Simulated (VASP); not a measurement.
# MoS2 (P-6m2) in VASP: further runs, part 2 of 2

VASP 6.6.1. Earlier steps stand in the parts before.

## 5. Single point, PBE+D3(BJ) (16.74 Å³/atom)

This run uses another cell than the first one, of 16.74 Å³/atom.

INCAR

```
  PREC = Accurate
  ENCUT = 500
  EDIFF = 1E-6
  ISMEAR = 0
  SIGMA = 0.05
  LREAL = F
  LASPH = T
  NELM = 120
  ALGO = Normal
  ISIF = 2
  LWAVE = F
  LCHARG = T
  GGA = PE
  IVDW = 12
  LELF = T
  LVHAR = T
  NBANDS = 20
  GGA_COMPAT = F
```

KPOINTS

```
regular mesh
0
Gamma
  12 12 6
```

POSCAR

```
MoS2
1.0
    2.9384336678      0.0000000000      0.0000000000
   -1.4692168339      2.5447582037      0.0000000000
    0.0000000000      0.0000000000      6.7172593646
Mo S
1 2
Direct
    0.0000000000      0.0000000000      0.0000000000
    0.3333333333      0.6666666667      0.2357940733
    0.3333333333      0.6666666667      0.7642059267
```

Potentials or basis: VASP PAW PBE potentials, release 64 (Mo_sv, S).

Command:

```sh
cat potpaw_PBE.64/Mo_sv/POTCAR potpaw_PBE.64/S/POTCAR > POTCAR
mpirun -np 1 vasp_std > vasp.out
```

OUTCAR:

```text
PREC = Accurate
   ENCUT = 500
   EDIFF = 1E-6
   ISMEAR = 0
   LREAL = F
   LASPH = T
   NELM = 120
   ISIF = 2
   GGA = PE
   IVDW = 12
 IVDW          = 12

 ion  position               nearest neighbor table
   1  0.000  0.000  0.000-   2 2.32   3 2.32   2 2.32   3 2.32   2 2.32   3 2.32
   2  0.333  0.667  0.236-   1 2.32   1 2.32   1 2.32
   3  0.333  0.667  0.764-   1 2.32   1 2.32   1 2.32

  LATTYP: Found a hexagonal cell.
 ALAT       =     2.9384336678
 C/A-ratio  =     2.2860000000

  Lattice vectors:

 A1 = (   2.9384336678,   0.0000000000,   0.0000000000)
 A2 = (  -1.4692168339,   2.5447582037,   0.0000000000)
 A3 = (   0.0000000000,   0.0000000000,   6.7172593646)

Analysis of symmetry for initial positions (statically):
=====================================================================
 Subroutine PRICEL returns:
 Original cell was already a primitive cell.

 Routine SETGRP: Setting up the symmetry group for a
 hexagonal supercell.

 Subroutine GETGRP returns: Found 12 space group operations
 (whereof 12 operations were pure point group operations)
 out of a pool of 24 trial point group operations.

The static configuration has the point symmetry D_3h.

Analysis of symmetry for dynamics (positions and initial velocities):
=====================================================================
 Subroutine PRICEL returns:
 Original cell was already a primitive cell.

 Routine SETGRP: Setting up the symmetry group for a
 hexagonal supercell.

 Subroutine GETGRP returns: Found 12 space group operations
 (whereof 12 operations were pure point group operations)
 out of a pool of 24 trial point group operations.

The dynamic configuration has the point symmetry D_3h.

 Subroutine INISYM returns: Found 12 space group operations
 (whereof 12 operations are pure point group operations),
 and found     1 'primitive' translations

[... 113 lines left out ...]
   IALGO  =     38    algorithm
   IMIX   =      4    mixing-type and parameters
     AMIX     =   0.40;   BMIX     =  1.00
     AMIX_MAG =   1.60;   BMIX_MAG =  1.00
  volume/ion in A,a.u.               =      16.74       112.99
  Fermi-wavevector in a.u.,A,eV,Ry     =   1.314461  2.483971 23.508258  1.727808
  Thomas-Fermi vector in A             =   2.444712
   LORBIT       =      0    0 simple, 1 ext, 2 COOP (PROOUT), +10 PAW based schemes
   GGA     = PE    functional components
   LHFCALC =     F    Hartree Fock is set to
   AEXX    =    0.0000 exact exchange contribution
   IVDW    =    12    specifies the selected vdW correction
   LEPSILON=     F    determine dielectric tensor
   LRPA    =     F    only Hartree local field effects (RPA)
 non-spin polarized calculation
 Gauss-broadening in eV      SIGMA  =   0.05
  energy-cutoff  :      500.00
  volume of cell :       50.23
 maximum number of plane-waves:      1309
 NGX is ok and might be reduce to    24
   NGX = 11   NGY = 11   NGZ = 25

 number of electron      26.0000002 magnetization

 Free energy of the ion-electron system (eV)
  ---------------------------------------------------
  ext. energy  EPLUGINS =         0.00000000
  ---------------------------------------------------
  free energy    TOTEN  =       -21.07779659 eV

  energy without entropy =      -21.07779659  energy(sigma->0) =      -21.07779659

 E-fermi :   8.0658     XC(G=0): -10.9048

 val. band max:        7.6671754398   @ k =   0.3333   0.3333   0.5000
 cond. band min:       9.0411361276   @ k =   0.1667   0.1667   0.0000
 fundamental gap:      1.3739606878
 Fermi energy:         8.0658199723

 k-point     1 :       0.0000    0.0000    0.0000
  band No.  band energies     occupation
      1     -52.9768      2.00000
      2     -27.3384      2.00000
      3     -26.7427      2.00000
      4     -26.7427      2.00000
      5      -7.4921      2.00000
      6      -5.9436      2.00000
[... 541 lines left out ...]
     19      15.7611      0.00000
     20      16.6700      0.00000

 [... further k-points ...]

------------------------ aborting loop because EDIFF is reached ----------------------------------------

 Edisp (eV)   -1.36314

 E8    (eV) :    -0.5511

  FORCE on cell =-STRESS in cart. coord.  units (eV):
  Direction    XX          YY          ZZ          XY          YZ          ZX
  --------------------------------------------------------------------------------------
  -------------------------------------------------------------------------------------
  Total       8.59551     8.59551     4.05585     0.00000     0.00000     0.00000
  in kB     274.17496   274.17496   129.37133     0.00000     0.00000     0.00000
  external pressure =      225.91 kB  Pullay stress =        0.00 kB

 VOLUME and BASIS-vectors are now :
 -----------------------------------------------------------------------------
  energy-cutoff  :      500.00
  volume of cell :       50.23
      direct lattice vectors                 reciprocal lattice vectors
     2.938433668  0.000000000  0.000000000     0.340317364  0.196482322  0.000000000
    -1.469216834  2.544758204  0.000000000     0.000000000  0.392964643  0.000000000
     0.000000000  0.000000000  6.717259365     0.000000000  0.000000000  0.148870238

 POSITION                                       TOTAL-FORCE (eV/Angst)
 -----------------------------------------------------------------------------------
      0.00000      0.00000      0.00000        -0.000000     -0.000000      0.000000
     -0.00000      1.69651      1.58389        -0.000000      0.000000      1.337706
     -0.00000      1.69651      5.13337         0.000000      0.000000     -1.337706
 -----------------------------------------------------------------------------------
    total drift:                                0.000000     -0.000000     -0.000000

  FREE ENERGIE OF THE ION-ELECTRON SYSTEM (eV)
  ---------------------------------------------------
  free  energy   TOTEN  =       -22.4409351047 eV

  energy  without entropy=      -22.4409351047  energy(sigma->0) =      -22.44093510
```

OSZICAR:

```text
N       E                     dE             d eps       ncg     rms          rms(c)
DAV:   1     0.185817125093E+03    0.18582E+03   -0.13346E+04  3048   0.121E+03
DAV:   2    -0.148023301065E+02   -0.20062E+03   -0.19507E+03  3644   0.320E+02
DAV:   3    -0.221739166938E+02   -0.73716E+01   -0.72988E+01  3840   0.574E+01
DAV:   4    -0.222593400058E+02   -0.85423E-01   -0.85379E-01  3752   0.650E+00
DAV:   5    -0.222607976903E+02   -0.14577E-02   -0.14576E-02  3880   0.816E-01    0.323E+01
DAV:   6    -0.213115357525E+02    0.94926E+00   -0.54091E+00  3396   0.157E+01    0.115E+01
DAV:   7    -0.212013773673E+02    0.11016E+00   -0.25726E+00  3252   0.924E+00    0.713E+00
DAV:   8    -0.210776586098E+02    0.12372E+00   -0.69876E-01  3380   0.519E+00    0.204E+00
DAV:   9    -0.210789760306E+02   -0.13174E-02   -0.29402E-02  3628   0.106E+00    0.971E-01
DAV:  10    -0.210777014484E+02    0.12746E-02   -0.79070E-03  3420   0.596E-01    0.182E-01
DAV:  11    -0.210777518871E+02   -0.50439E-04   -0.46266E-04  3524   0.156E-01    0.575E-02
DAV:  12    -0.210777717133E+02   -0.19826E-04   -0.41839E-05  3600   0.386E-02    0.413E-02
DAV:  13    -0.210777959835E+02   -0.24270E-04   -0.23212E-05  3320   0.293E-02    0.382E-03
DAV:  14    -0.210777965949E+02   -0.61141E-06   -0.19196E-06  3368   0.748E-03
   1 F= -.22440935E+02 E0= -.22440935E+02  d E =-.161553E-31
```

It took 49 s on 1 thread of Intel Xeon 8259CL, shared host; peak memory 0.23 GiB.

What came out:

* Free energy: -22.4409 eV
* Pressure: 22.6 GPa
* Largest force: 1.338 eV/Å
* Band gap on the k mesh: 1.37 eV (least direct gap 2.20 eV)
* Dispersion energy per atom: -0.454 eV

Forces in eV/Å, atoms in the order of the input:
```
Mo   0.000  0.000  0.000
S    0.000  0.000  1.338
S    0.000  0.000 -1.338
```

Stress tensor (GPa, compression positive):
```
27.42  0.00  0.00
 0.00 27.42  0.00
 0.00  0.00 12.94
```

Levels at points of the mesh, in eV from the valence-band top:
```tsv
k point	band 11	band 12	band 13	band 14	band 15	band 16
(0.00, 0.00, 0.00)	-1.36	-1.10	-1.10	3.50	3.50	3.62
(0.50, 0.00, 0.00)	-2.19	-1.08	-0.50	3.09	3.24	4.47
(0.00, 0.00, 0.50)	-1.11	-1.11	-0.30	3.44	3.44	3.70
(0.50, 0.00, 0.50)	-2.93	-0.56	-0.43	3.26	3.54	3.75
```

Caveat: the cell stands under pressure; forces of over 1 eV/Å act on the atoms, so gaps and moduli don't describe the material at rest.

## 6. Single point, PBE+D3(BJ) (16.74 Å³/atom)

This run uses another cell than the first one, of 16.74 Å³/atom.

INCAR

```
SYSTEM = MoS2
PREC = Accurate ; ENCUT = 500
EDIFF = 1E-6 ; ISMEAR = 0
SIGMA = 0.05 ; LREAL = .FALSE.
LASPH = .TRUE. ; NELM = 120
ALGO = Normal ; ISIF = 2
LWAVE = .FALSE. ; LCHARG = .TRUE.
GGA = PE ; IVDW = 12
LELF = .TRUE. ; LVHAR = .TRUE.
NBANDS = 20 ; GGA_COMPAT = .FALSE.
```

KPOINTS

```
Automatic mesh
0
G
  12 12 6
  0 0 0
```

POSCAR

```
MoS2
1.0
    2.9912657361      0.0000000000      0.0000000000
   -1.4956328681      2.5905121169      0.0000000000
    0.0000000000      0.0000000000      6.4820728501
Mo S
1 2
Direct
    0.0000000000      0.0000000000      0.0000000000
    0.3333333333      0.6666666667      0.2357940733
    0.3333333333      0.6666666667      0.7642059267
```

Potentials or basis: VASP PAW PBE potentials, release 64 (Mo_sv, S).

Command:

```sh
cat potpaw_PBE.64/Mo_sv/POTCAR potpaw_PBE.64/S/POTCAR > POTCAR
mpirun -np 1 vasp_std > vasp.out
```

Run time: 53 s. Hardware: 1 thread of Intel Xeon 8259CL, shared host; peak memory 0.22 GiB.

It converged, with:

```
Free energy                : -22.5385 eV
Pressure                   : 23.2 GPa
Largest force              : 2.092 eV/Å
Band gap on the k mesh     : 1.35 eV (least direct gap 2.25 eV)
Dispersion energy per atom : -0.453 eV
```

Forces on the atoms (eV/Å):
```
Mo   0.000  0.000  0.000
S    0.000  0.000  2.092
S    0.000  0.000 -2.092
```

Stress tensor (GPa, compression positive):
```
24.25  0.00  0.00
 0.00 24.25  0.00
 0.00  0.00 21.18
```

Levels at points of the mesh, in eV from the valence-band top:
```
           k point  band 9  band 10  band 11  band 12  band 13  band 14  band 15  band 16  band 17  band 18
(0.00, 0.00, 0.00)   -3.10    -1.72    -1.72    -1.60    -1.24     3.09     3.09     3.35     3.35     6.79
(0.50, 0.00, 0.00)   -5.19    -3.76    -2.05    -1.31    -1.02     2.68     2.88     4.38     4.91     5.75
(0.00, 0.00, 0.50)   -3.09    -3.09    -1.74    -1.74     0.00     3.01     3.01     3.46     3.46     6.86
(0.50, 0.00, 0.50)   -4.80    -3.79    -3.02    -0.94    -0.72     2.70     3.28     3.58     4.66     7.22
```

Caveat: the cell stands under pressure; forces of over 1 eV/Å act on the atoms, so gaps and moduli don't describe the material at rest.

## 7. Summary

| cell | gap on the mesh (eV) | pressure (GPa) | largest force (eV/Å) |
| --- | --- | --- | --- |
| a = 3.242, b = 3.242, c = 7.025 Å, angles 90.0, 90.0, 120.0°, 3 atoms | 1.28 | -12.7 | 1.85 |
| a = 3.330, b = 3.330, c = 6.659 Å, angles 90.0, 90.0, 120.0°, 3 atoms | 0.61 | -12.0 | 1.00 |
| a = 3.213, b = 3.213, c = 7.151 Å, angles 90.0, 90.0, 120.0°, 3 atoms | 1.26 | -12.9 | 2.12 |
| a = 2.938, b = 2.938, c = 6.717 Å, angles 90.0, 90.0, 120.0°, 3 atoms | 1.37 | 22.6 | 1.34 |
| a = 2.991, b = 2.991, c = 6.482 Å, angles 90.0, 90.0, 120.0°, 3 atoms | 1.35 | 23.2 | 2.09 |

Alike in all rows: task single point; level PBE+D3(BJ); potentials or basis VASP PAW PBE potentials, release 64 (Mo_sv, S); no spin polarisation; k mesh 12 × 12 × 6; cutoff (eV) 500; smearing gaussian 0.05 eV.

Caveats: forces of over 1 eV/Å act on the atoms, so gaps and moduli don't describe the material at rest (at least some runs); the cell stands under tension (at least some runs); the cell stands under pressure (at least some runs).

Total energies depend on the potentials used, so only differences within one code and one set of settings carry meaning.
